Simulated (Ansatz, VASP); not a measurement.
## SnC3 in VASP and in Ansatz

INCAR

```
  PREC = Accurate
  ENCUT = 520
  EDIFF = 1E-7
  ISMEAR = 0
  SIGMA = 0.5
  LREAL = F
  LASPH = T
  NELM = 100
  ALGO = Normal
  ISIF = 2
  LWAVE = F
  LCHARG = F
  GGA = PS
  NBANDS = 21
```

File KPOINTS:

```
Automatic mesh
0
Gamma
  6 6 4
```

The input POSCAR:

```
SnC3
1.0
    2.9788882431      0.0000000000      0.0000000000
    0.0000000000      2.9788882431      0.0000000000
    0.0000000000      0.0000000000      4.6435166754
C Sn
3 1
Direct
    0.5000000000      0.0000000000      0.8203632750
    0.5000000000      0.5000000000      0.0000000000
    0.0000000000      0.5000000000      0.1796367250
    0.0000000000      0.0000000000      0.5000000000
```

Input for Ansatz:

```yaml
crystal:
  lattice:
    - [2.9788882431, 0.0, 0.0]
    - [0.0, 2.9788882431, 0.0]
    - [0.0, 0.0, 4.6435166754]
  atoms:
    - { symbol: C, position: [0.5, 0.0, 0.820363275] }
    - { symbol: C, position: [0.5, 0.5, 0.0] }
    - { symbol: C, position: [0.0, 0.5, 0.179636725] }
    - { symbol: Sn, position: [0.0, 0.0, 0.5] }
kpoints:
  mp_grid: { grid: [6, 6, 4] }
hamiltonian:
  xc: pbesol
scf:
  occupations: { method: gaussian, width: 0.5 }
  n_extra_bands: 5
output:
  forces: true
  stress: true
  eigenvalues: true
```

Alike in both runs: task single point; functional PBEsol; k mesh 6 × 6 × 4; occupations gaussian, width 0.5 eV; no spin polarisation.

|  | VASP | Ansatz |
| --- | --- | --- |
| version | VASP 6.6.1 | Ansatz 0.2.0 |
| potentials or method | VASP PAW PBE potentials, release 64 (C, Sn_d) | plane waves |
| plane-wave cutoff (eV) | 520 | 420 |
| valence electrons in the cell | 26 | 26 |

```tsv
	VASP	Ansatz	Ansatz less VASP
pressure (GPa)	-2.8	-2.9	-0.10
traceless stress, the component that is largest in VASP (GPa)	0.88	0.98	+0.097
rms of the force components (eV/Å)	0.156	0.162	+0.0057
```

VASP's potentials were made for PBE, not for PBEsol. Atom by atom the forces differ by 0.006 eV/Å (rms over components). The functional is the same, so the differences come from potentials, cutoffs and numerics.
